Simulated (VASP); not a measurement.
Wanted: the native input for a VASP 6.6.1 run.

- Task: single point
- Functional: PBE
- Potentials or basis: VASP PAW PBE potentials, release 64 (Pt, H)
- Cutoff: 520 eV
- k mesh: 5 × 5 × 1
- Occupations: gaussian, width 0.1 eV
- Spin: no spin polarisation
- Dipole correction: yes
- Further INCAR settings: ALGO = Normal; EDIFF = 1e-06; NBANDS = 74

The structure of HPt6 lies in POSCAR:

```
HPt6
1.0
    5.6143281343      0.0000000000      0.0000000000
    0.0000000000      5.6143281343      0.0000000000
    0.0000000000      0.0000000000     21.8513792319
Pt H
12 2
Direct
    0.2500000000      0.2500000000      0.1830548066
    0.2500000000      0.7500000000      0.1830548066
    0.7500000000      0.2500000000      0.1830548066
    0.7500000000      0.7500000000      0.1830548066
    0.0000000000      0.0000000000      0.2712126041
    0.0000000000      0.5000000000      0.2712126041
    0.5000000000      0.0000000000      0.2712126041
    0.5000000000      0.5000000000      0.2712126041
    0.2500000000      0.2500000000      0.3593081768
    0.2500000000      0.7500000000      0.3593081768
    0.7500000000      0.2500000000      0.3593081768
    0.7500000000      0.7500000000      0.3593081768
   -0.0578876033      0.0000000000      0.3945462271
    0.0578876033      0.0000000000      0.3945462271
```

These files were run (other wordings do the same):

INCAR

```
SYSTEM = HPt6
PREC = Accurate
ENCUT = 520
EDIFF = 1E-6
ISMEAR = 0
SIGMA = 0.1
LREAL = .FALSE.
LASPH = .TRUE.
NELM = 60
ALGO = Normal
ISIF = 2
LWAVE = .FALSE.
LCHARG = .FALSE.
LDIPOL = .TRUE.
IDIPOL = 3
DIPOL = 0.5 0.5 0.289
GGA = PE
NBANDS = 74
```

KPOINTS

```
regular mesh
0
G
  5 5 1
  0 0 0
```

Potentials or basis: VASP PAW PBE potentials, release 64 (Pt, H).

Launch:

```bash
$ cat potpaw_PBE.64/Pt/POTCAR potpaw_PBE.64/H/POTCAR > POTCAR
$ mpirun -np 1 vasp_std > vasp.out
```

It gave:

```json
{
 "Largest force": "9.459 eV/Å",
 "Band gap on the k mesh": "zero (bands 61 and 62 overlap by 0.16 eV)"
}
```

Caveat: spin-orbit coupling is left out, which moves the levels of the heavy elements.

Run time: 12 min on 1 thread of Intel(R) Xeon(R) 6975P-C (Granite Rapids) (shared host), peak memory 0.78 GiB.
